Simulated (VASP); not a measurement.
Crystal: Cd.

```
Cd
1.0
     1.70010    0.98155    2.33676
    -1.70010    0.98155    2.33676
     0.00000   -1.96311    2.33676
Cd
1
Direct
  0.50000 0.50000 0.50000
```

* Program: VASP 6.6.1
* Task: relaxation of cell and atoms
* Functional: PBE
* Potentials or basis: VASP PAW PBE potentials, release 64 (Cd)
* Cutoff: 600 eV
* k mesh: 21 × 21 × 21
* Occupations: gaussian, width 0.1 eV
* Spin: no spin polarisation

At the start: pressure 0.1 GPa; volume 23.40 Å³/atom.

Question: How do energy, volume and symmetry change on relaxing?

Answer: Over 8 steps the energy falls by 7.1 meV/atom and the volume is 23.10 Å³/atom (-1.3 %); space group R-3m (No. 166, to 0.05 Å).

The path:
```
step  energy change (eV)  largest force (eV/Å)  pressure (GPa)  volume (Å³)
   1              0.0000                0.0000            0.12        23.40
   2             -0.0033                0.0000           -0.07        23.45
   3             -0.0059                0.0000           -0.83        23.58
   4             -0.0060                0.0000           -0.74        23.55
   5             -0.0071                0.0000            0.01        23.07
   6             -0.0071                0.0000           -0.06        23.12
   7             -0.0071                0.0000           -0.05        23.11
   8             -0.0071                0.0000           -0.02        23.10
```

Final structure:
```xyz
1
Lattice="1.6599 0.9584 2.4199 -1.6599 0.9584 2.4199 0.0000 -1.9167 2.4199" Properties=species:S:1:pos:R:3 pbc="T T T"
Cd    0.0000    0.0000    3.6299
```
